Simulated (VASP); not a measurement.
Here is a VASP 6.6.1 calculation.

INCAR

```
SYSTEM = CuO
ALGO = Normal
EDIFF = 1E-7
ENCUT = 520
GGA = PE
ISIF = 2
ISMEAR = -1
LASPH = .True.
LCHARG = .False.
LREAL = .False.
LWAVE = .False.
NBANDS = 25
NELM = 80
PREC = Accurate
SIGMA = 0.08
```

The input KPOINTS:

```
k-points
0
Gamma
  13 13 7
  0 0 0
```

POSCAR

```
CuO
1.0
    2.3446500000     -1.7134000000      0.0000000000
    2.3446500000      1.7134000000      0.0000000000
   -0.8605500000      0.0000000000      5.0594400000
Cu O
2 2
Direct
    0.0032000000      0.4968000000      0.0000000000
    0.4968000000      0.0032000000      0.5000000000
    0.5714000000      0.4056000000      0.2537000000
    0.4056000000      0.5714000000      0.7537000000
```

Potentials or basis: VASP PAW PBE potentials, release 64 (Cu, O).

Run with:

```bash
$ cat potpaw_PBE.64/Cu/POTCAR potpaw_PBE.64/O/POTCAR > POTCAR
$ mpirun -np 1 vasp_std > vasp.out
```

Predict the band gap on the k mesh.

zero (bands 17 and 18 overlap by 0.61 eV).

Predict the largest force.

0.789 eV/Å.

Estimate the pressure.

6.4 GPa.

Stress tensor (GPa, compression positive):
```
 6.30  0.00 -1.73
 0.00  6.97  0.00
-1.73  0.00  5.93
```

Caveat: the cell stands under pressure; semilocal functionals often make such compounds metallic where correlation or magnetic order opens a gap, which also shifts bond lengths. With open d or f shells a metallic result of PBE can be an artefact of self-interaction; +U or a hybrid may open a gap.
